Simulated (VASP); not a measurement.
# Cd3Ge (I4/mmm) in VASP: further runs, part 2 of 2

VASP 6.6.1.

## (3) Single point, LDA

File INCAR:

```
  PREC = Accurate
  ENCUT = 520
  EDIFF = 1E-6
  ISMEAR = 1
  SIGMA = 0.1
  LREAL = F
  LASPH = T
  NELM = 60
  ALGO = Normal
  ISIF = 2
  LWAVE = F
  LCHARG = F
  GGA = CA
  NBANDS = 33
```

File KPOINTS:

```
Automatic mesh
0
Gamma
  7 7 7
```

File POSCAR:

```
Cd3Ge
1.0
   -2.2103470000      2.2103470000      4.5858760000
    2.2103470000     -2.2103470000      4.5858760000
    2.2103470000      2.2103470000     -4.5858760000
Cd Ge
3 1
Direct
    0.7500000000      0.2500000000      0.5000000000
    0.2500000000      0.7500000000      0.5000000000
    0.5000000000      0.5000000000      0.0000000000
    0.0000000000      0.0000000000      0.0000000000
```

Potentials or basis: VASP PAW LDA potentials, release 64 (Cd, Ge_d).

The run is started by

```console
$ cat potpaw_LDA.64/Cd/POTCAR potpaw_LDA.64/Ge_d/POTCAR > POTCAR
$ mpirun -np 1 vasp_std > vasp.out
```

OUTCAR:

```text
PREC = Accurate
   ENCUT = 520
   EDIFF = 1E-6
   ISMEAR = 1
   LREAL = F
   LASPH = T
   NELM = 60
   ISIF = 2
   GGA = CA

 ion  position               nearest neighbor table
   1  0.750  0.250  0.500-   2 3.13   2 3.13   2 3.13   2 3.13   4 3.18   3 3.18   4 3.18   4 3.18
                             3 3.18   3 3.18   4 3.18   3 3.18
   2  0.250  0.750  0.500-   1 3.13   1 3.13   1 3.13   1 3.13   4 3.18   3 3.18   4 3.18   3 3.18
                             4 3.18   4 3.18   3 3.18   3 3.18
   3  0.500  0.500  0.000-   4 3.13   4 3.13   4 3.13   4 3.13   2 3.18   1 3.18   2 3.18   1 3.18
                             2 3.18   2 3.18   1 3.18   1 3.18
   4  0.000  0.000  0.000-   3 3.13   3 3.13   3 3.13   3 3.13   2 3.18   1 3.18   2 3.18   2 3.18
                             1 3.18   1 3.18   2 3.18   1 3.18

  LATTYP: Found a body centered tetragonal cell.
 ALAT       =     4.4206940000
 C/A-ratio  =     2.0747312526

  Lattice vectors:

 A1 = (  -2.2103470000,   2.2103470000,   4.5858760000)
 A2 = (   2.2103470000,  -2.2103470000,   4.5858760000)
 A3 = (   2.2103470000,   2.2103470000,  -4.5858760000)

[... 172 lines left out ...]
  ---------------------------------------------------
  ext. energy  EPLUGINS =         0.00000000
  ---------------------------------------------------
  free energy    TOTEN  =        -9.03399349 eV

  energy without entropy =       -9.03344043  energy(sigma->0) =       -9.03380913

 E-fermi :   3.0547     XC(G=0): -11.0705

 val. band max:        3.0522712640   @ k =  -0.2857   0.2857   0.2857
 cond. band min:       3.0629234148   @ k =  -0.4286   0.2857  -0.0000
 fundamental gap:      0.0106521509
 Fermi energy:         3.0547336294

 k-point     1 :       0.0000    0.0000    0.0000
  band No.  band energies     occupation
      1     -21.7733      2.00000
      2     -21.7719      2.00000
      3     -21.7710      2.00000
      4     -21.7710      2.00000
      5     -21.7706      2.00000
      6      -7.1125      2.00000
[... 853 lines left out ...]
     32      10.9857      0.00000
     33      11.7418      0.00000

 [... further k-points ...]
[... 5 lines left out ...]
  --------------------------------------------------------------------------------------
  -------------------------------------------------------------------------------------
  Total       -3.3914256     -3.3914256     -3.5241323      0.0000000      0.0000000      0.0000000
  in kB      -60.6302913    -60.6302913    -63.0027594      0.0000000      0.0000000      0.0000000
  external PRESSURE =     -61.4211140 kB  Pullay stress =       0.0000000 kB

 VOLUME and BASIS-vectors are now :
 -----------------------------------------------------------------------------
  energy-cutoff  :      520.00
  volume of cell :       89.62
      direct lattice vectors                 reciprocal lattice vectors
    -2.210347000  2.210347000  4.585876000     0.000000000  0.226208826  0.109030423
     2.210347000 -2.210347000  4.585876000     0.226208826  0.000000000  0.109030423
     2.210347000  2.210347000 -4.585876000     0.226208826  0.226208826  0.000000000

 POSITION                                       TOTAL-FORCE (eV/Angst)
 -----------------------------------------------------------------------------------
      0.00000      2.21035      2.29294         0.000000      0.000000      0.000000
      2.21035      0.00000      2.29294        -0.000000      0.000000     -0.000000
      0.00000      0.00000      4.58588         0.000000     -0.000000     -0.000000
      0.00000      0.00000      0.00000         0.000000     -0.000000     -0.000000
 -----------------------------------------------------------------------------------
    total drift:                               -0.000000      0.000000      0.000000

  FREE ENERGIE OF THE ION-ELECTRON SYSTEM (eV)
  ---------------------------------------------------
  free  energy   TOTEN  =        -9.0339934865 eV

  energy  without entropy=       -9.0334404285  energy(sigma->0) =       -9.03380913
```

stdout:

```text
POSCAR found type information on POSCAR CdGe
 POSCAR found :  2 types and       4 ions
 scaLAPACK will be used
 LDA part: xc-table for (Slater(with rela. corr.)+CA(PZ))
 , standard interpolation
 POSCAR, INCAR and KPOINTS ok, starting setup
 FFT: planning ... GRIDC
 FFT: planning ... GRID_SOFT
 FFT: planning ... GRID
 WAVECAR not read
 entering main loop
```

It took 2.6 min on 1 thread of Oxide Virtual Turin-like, shared host; peak memory 0.23 GiB.

Results:

- Free energy: -9.0340 eV
- Pressure: -6.1 GPa
- Band gap on the k mesh: zero (band 25 reaches 4.24 eV, above the bottom of band 26 at 1.31 eV)

Levels at points of the mesh, in eV from the Fermi level:
| k point | band 21 | band 22 | band 23 | band 24 | band 25 | band 26 | band 27 | band 28 | band 29 | band 30 |
| --- | --- | --- | --- | --- | --- | --- | --- | --- | --- | --- |
| (0.00, 0.00, 0.00) | -8.09 | -3.37 | -2.14 | -0.15 | -0.15 | 0.69 | 1.62 | 1.62 | 2.04 | 2.76 |

## (4) Single point, LDA

File INCAR:

```
SYSTEM = Cd3Ge
PREC = Accurate
ENCUT = 520
EDIFF = 1E-6
ISMEAR = 1
SIGMA = 0.1
LREAL = .False.
LASPH = .True.
NELM = 80
ALGO = Normal
ISIF = 2
LWAVE = .False.
LCHARG = .False.
GGA = CA
NBANDS = 33
```

File KPOINTS:

```
regular mesh
0
Gamma
  9 9 9
  0 0 0
```

POSCAR is that of step 3.

Potentials or basis: VASP PAW LDA potentials, release 64 (Cd, Ge_d).

The run is started by

```console
$ cat potpaw_LDA.64/Cd/POTCAR potpaw_LDA.64/Ge_d/POTCAR > POTCAR
$ mpirun -np 1 vasp_std > vasp.out
```

OUTCAR:

```text
SYSTEM = Cd3Ge
   PREC = Accurate
   ENCUT = 520
   EDIFF = 1E-6
   ISMEAR = 1
   LREAL = .False.
   LASPH = .True.
   NELM = 80
   ISIF = 2
   GGA = CA

 ion  position               nearest neighbor table
   1  0.750  0.250  0.500-   2 3.13   2 3.13   2 3.13   2 3.13   4 3.18   3 3.18   4 3.18   4 3.18
                             3 3.18   3 3.18   4 3.18   3 3.18
   2  0.250  0.750  0.500-   1 3.13   1 3.13   1 3.13   1 3.13   4 3.18   3 3.18   4 3.18   3 3.18
                             4 3.18   4 3.18   3 3.18   3 3.18
   3  0.500  0.500  0.000-   4 3.13   4 3.13   4 3.13   4 3.13   2 3.18   1 3.18   2 3.18   1 3.18
                             2 3.18   2 3.18   1 3.18   1 3.18
   4  0.000  0.000  0.000-   3 3.13   3 3.13   3 3.13   3 3.13   2 3.18   1 3.18   2 3.18   2 3.18
[... 1070 lines left out ...]
  Total       -3.3894400     -3.3894400     -3.8279907      0.0000000     -0.0000000      0.0000000
  in kB      -60.5947939    -60.5947939    -68.4349945      0.0000000     -0.0000000      0.0000000
  external PRESSURE =     -63.2081941 kB  Pullay stress =       0.0000000 kB

 VOLUME and BASIS-vectors are now :
 -----------------------------------------------------------------------------
  energy-cutoff  :      520.00
  volume of cell :       89.62
      direct lattice vectors                 reciprocal lattice vectors
    -2.210347000  2.210347000  4.585876000     0.000000000  0.226208826  0.109030423
     2.210347000 -2.210347000  4.585876000     0.226208826  0.000000000  0.109030423
     2.210347000  2.210347000 -4.585876000     0.226208826  0.226208826  0.000000000

 POSITION                                       TOTAL-FORCE (eV/Angst)
 -----------------------------------------------------------------------------------
      0.00000      2.21035      2.29294        -0.000000     -0.000000      0.000000
      2.21035      0.00000      2.29294         0.000000      0.000000     -0.000000
      0.00000      0.00000      4.58588         0.000000     -0.000000     -0.000000
      0.00000      0.00000      0.00000         0.000000     -0.000000     -0.000000
 -----------------------------------------------------------------------------------
    total drift:                               -0.000000      0.000000      0.000000

  FREE ENERGIE OF THE ION-ELECTRON SYSTEM (eV)
  ---------------------------------------------------
  free  energy   TOTEN  =        -9.0472123221 eV

  energy  without entropy=       -9.0479069329  energy(sigma->0) =       -9.04744386
```

stdout:

```text
POSCAR found type information on POSCAR CdGe
 POSCAR found :  2 types and       4 ions
 scaLAPACK will be used
 LDA part: xc-table for (Slater(with rela. corr.)+CA(PZ))
 , standard interpolation
 POSCAR, INCAR and KPOINTS ok, starting setup
 FFT: planning ... GRIDC
 FFT: planning ... GRID_SOFT
 FFT: planning ... GRID
 WAVECAR not read
 entering main loop
```

It took 6.2 min on 1 thread of Oxide Virtual Turin-like, shared host; peak memory 0.31 GiB.

Results:

| Property | Result |
| --- | --- |
| Free energy | -9.0472 eV |
| Pressure | -6.3 GPa |
| Band gap on the k mesh | zero (band 25 reaches 4.40 eV, above the bottom of band 26 at 1.28 eV) |

Levels at points of the mesh, in eV from the Fermi level:
```tsv
k point	band 23	band 24	band 25	band 26	band 27	band 28
(0.00, 0.00, 0.00)	-2.00	-0.01	-0.01	0.84	1.77	1.77
```

## (5) Summary

```csv
k mesh,gap on the mesh (eV),pressure (GPa)
6 × 6 × 6,none,-6.2
7 × 7 × 7,none,-6.1
9 × 9 × 9,none,-6.3
```

Alike in all rows: task single point; level LDA; potentials or basis VASP PAW LDA potentials, release 64 (Cd, Ge_d); no spin polarisation; cell as given; cutoff (eV) 520; smearing methfessel-paxton 0.1 eV.

Every run on the cell as given and a fine mesh finds a metal.

Absolute energies hang on the potentials; compare differences alone.
